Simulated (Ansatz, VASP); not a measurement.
## Two plane-wave programs on Zr2NbC3

```
Zr Nb C
1.0
     3.38108   -3.62361    0.00000
     3.38108    3.62361    0.00000
     0.00000    0.00000    3.33121
Zr Nb C
2 1 3
Cartesian
  1.6905 -1.8118 1.6656
  1.6905 1.8118 1.6656
  0.0000 0.0000 0.0000
  3.3811 -1.5557 0.0000
  3.3811 1.5557 0.0000
  3.3811 0.0000 1.6656
```

Change from the starting cell: species swapped into the LaAl2Ag3 type (Cmmm, No. 65).

Alike in both runs: functional PBE; k mesh 8 × 8 × 12; occupations gaussian, width 0.1 eV; no spin polarisation.

Ansatz relaxed the structure, and its values are those at the end. VASP's run is a single point on that final structure, the one shown.

|  | VASP | Ansatz |
| --- | --- | --- |
| version | VASP 6.6.1 | Ansatz 0.2.0 |
| potentials or method | VASP PAW PBE potentials, release 64 (Zr_sv, Nb_sv, C), cutoff 520 eV | scalar-relativistic, plane waves, PAW |
| valence electrons in the cell | 49 | 49 |

Ansatz gave:

```
gap on the k mesh at the Fermi level (eV) : none
pressure (GPa)                            : 0.0
rms of the force components (eV/Å)        : 0.002
```

**Question.** Which values does VASP return?

**Answer.** gap on the k mesh at the Fermi level (eV): none; pressure (GPa): 0.0; rms of the force components (eV/Å): 0.005.

A gap of «none» marks a metal or a gap that the smearing closes. With one functional, cell and mesh, what is left measures potentials, basis and numerics.
